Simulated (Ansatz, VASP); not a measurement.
Pt: VASP beside Ansatz

```xyz
2
Lattice="2.8297 0.0000 0.0000 -1.4148 2.4506 0.0000 0.0000 0.0000 5.0317" Properties=species:S:1:pos:R:3 pbc="T T T"
Pt    1.4148    0.8169    3.7738
Pt    0.0000    1.6337    1.2579
```

Change from the starting cell: strain +0.025 along x and y, +0.050 along z, atoms carried along.

Alike in both runs: task single point; functional r2SCAN; k mesh 18 × 18 × 10; occupations gaussian, width 0.15 eV; no spin polarisation.

```csv
,VASP,Ansatz
version,VASP 6.6.1,Ansatz 0.2.0
potentials or method,"VASP PAW PBE potentials, release 64 (Pt), cutoff 520 eV","scalar-relativistic, plane waves, PAW"
valence electrons in the cell,20,36
```

```csv
,VASP,Ansatz,Ansatz less VASP
gap on the k mesh at the Fermi level (eV),none,none,-
pressure (GPa),-22.7,-22.9,-0.26
"traceless stress, the component that is largest in VASP (GPa)",1.00,1.21,+0.210
```

VASP's potentials were made for PBE, not for r2SCAN. A gap of «none» marks a metal or a gap that the smearing closes. The functional is the same, so the differences come from potentials, cutoffs and numerics. VASP's potentials hold 20 valence electrons a cell and Ansatz's 36, so a difference there can come from the potentials and not from the codes.

Neither program's run includes spin-orbit coupling.
